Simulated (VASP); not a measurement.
A run of VASP 6.6.1 is set up as follows.

INCAR

```
ALGO = Normal ; EDIFF = 1E-7
ENCUT = 520 ; GGA = PE
ISIF = 2 ; ISMEAR = 0
LASPH = T ; LCHARG = F
LREAL = F ; LWAVE = F
NBANDS = 16 ; NELM = 60
PREC = Accurate ; SIGMA = 0.05
```

The input KPOINTS:

```
k-points
0
Gamma
  9 9 6
```

The input POSCAR:

```
MgO
1.0
    3.3152853999      0.0000000000      0.0000000000
   -1.6576427000      2.8711213771      0.0000000000
    0.0000000000      0.0000000000      5.2581000000
Mg O
2 2
Direct
    0.3333333333      0.6666666667      0.0063188013
    0.6666666667      0.3333333333      0.5063188013
    0.3333333333      0.6666666667      0.3982811987
    0.6666666667      0.3333333333      0.8982811987
```

Potentials or basis: VASP PAW PBE potentials, release 64 (Mg, O).

Launch:

```console
$ cat potpaw_PBE.64/Mg/POTCAR potpaw_PBE.64/O/POTCAR > POTCAR
$ mpirun -np 1 vasp_std > vasp.out
```

(1) Estimate the largest force.

(2) Estimate the band gap on the k mesh.

(3) What does it give for the pressure?

Answers

(1) 0.209 eV/Å.

(2) 3.29 eV.

(3) -3.0 GPa.

Caveat: the cell stands under tension.
